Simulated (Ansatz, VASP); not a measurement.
# Mg in VASP and in Ansatz

INCAR

```
SYSTEM = Mg
ALGO = Normal
EDIFF = 1E-6
ENCUT = 520
GGA = PE
ISIF = 2
ISMEAR = 0
LASPH = .TRUE.
LCHARG = .FALSE.
LREAL = .FALSE.
LWAVE = .FALSE.
NBANDS = 7
NELM = 80
PREC = Accurate
SIGMA = 0.15
```

The input KPOINTS:

```
k-points
0
G
  20 20 20
  0 0 0
```

The input POSCAR:

```
Mg
1.0
   -1.9281286770      1.9281286770      1.5862714625
    1.9281286770     -1.9281286770      1.5862714625
    1.9281286770      1.9281286770     -1.5862714625
Mg
1
Direct
    0.0000000000      0.0000000000      0.0000000000
```

Input for Ansatz:

```yaml
crystal:
  lattice:
    - [-1.928128677, 1.928128677, 1.5862714625]
    - [1.928128677, -1.928128677, 1.5862714625]
    - [1.928128677, 1.928128677, -1.5862714625]
  atoms:
    - { symbol: Mg, position: [0.0, 0.0, 0.0] }
basis:
  ecutwfc: 520.0
kpoints:
  mp_grid: { grid: [20, 20, 20] }
hamiltonian:
  xc: pbe
  pseudopotentials: { kind: paw }
scf:
  occupations: { method: gaussian, width: 0.15 }
output:
  forces: true
  stress: true
  eigenvalues: true
```

Alike in both runs: task single point; functional PBE; k mesh 20 × 20 × 20; occupations gaussian, width 0.15 eV; no spin polarisation.

```csv
,VASP,Ansatz
version,VASP 6.6.1,Ansatz 0.2.0
potentials or method,"VASP PAW PBE potentials, release 64 (Mg), cutoff 520 eV","scalar-relativistic, plane waves, PAW"
valence electrons in the cell,2,10
```

```tsv
	VASP	Ansatz	Ansatz less VASP
gap on the k mesh at the Fermi level (eV)	none	none	-
pressure (GPa)	-0.5	-0.4	+0.12
traceless stress, the component that is largest in VASP (GPa)	1.37	1.38	+0.009
```

A gap of «none» marks a metal or a gap that the smearing closes. VASP's potentials hold 2 valence electrons a cell and Ansatz's 10, so a difference there can come from the potentials and not from the codes.
